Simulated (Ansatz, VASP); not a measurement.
**One calculation of Mo, two programs**

Contents of INCAR:

```
SYSTEM = Mo
PREC     = Accurate       ! precision mode
ENCUT    = 520            ! plane-wave cutoff, eV
EDIFF    = 1E-6           ! SCF threshold, eV
ISMEAR   = -1             ! smearing method
SIGMA    = 0.03           ! smearing width, eV
LREAL    = .False.        ! projectors in reciprocal space
LASPH    = .True.         ! aspherical terms in the spheres
NELM     = 100            ! most SCF steps
ALGO     = Normal         ! electronic algorithm
ISIF     = 2              ! what is computed and relaxed
LWAVE    = .False.        ! write WAVECAR
LCHARG   = .True.         ! write CHGCAR
GGA      = PE             ! functional
LELF     = .True.         ! ELF
LVHAR    = .True.       
NBANDS   = 13             ! bands
```

The input KPOINTS:

```
Automatic mesh
0
Gamma
  16 16 16
  0 0 0
```

Contents of POSCAR:

```
Mo
1.0
   -1.5800170242      1.5800170242      1.5800170242
    1.5800170242     -1.5800170242      1.5800170242
    1.5800170242      1.5800170242     -1.5800170242
Mo
1
Direct
    0.0000000000      0.0000000000      0.0000000000
```

Input for Ansatz:

```yaml
crystal:
  lattice:
    - [-1.5800170242, 1.5800170242, 1.5800170242]
    - [1.5800170242, -1.5800170242, 1.5800170242]
    - [1.5800170242, 1.5800170242, -1.5800170242]
  atoms:
    - { symbol: Mo, position: [0.0, 0.0, 0.0] }
kpoints:
  mp_grid: { grid: [16, 16, 16] }
scf:
  occupations: { method: fermi_dirac, width: 0.03 }
hamiltonian:
  xc: pbe
  pseudopotentials: { kind: all_electron, lapw: { basis_error: 0.0005 } }
output:
  forces: true
  stress: true
  eigenvalues: true
basis:
  ecutwfc: 220
```

Alike in both runs: task single point; functional PBE; k mesh 16 × 16 × 16; occupations fermi-dirac, width 0.03 eV; no spin polarisation.

```csv
,VASP,Ansatz
version,VASP 6.6.1,Ansatz 0.2.0
potentials or method,"VASP PAW PBE potentials, release 64 (Mo_sv), cutoff 520 eV","all-electron LAPW, scalar-relativistic"
```

|  | VASP | Ansatz | Ansatz less VASP |
| --- | --- | --- | --- |
| pressure (GPa) | 0.5 | 0.0 | -0.53 |

Ansatz ran all-electron here, and VASP with PAW potentials.
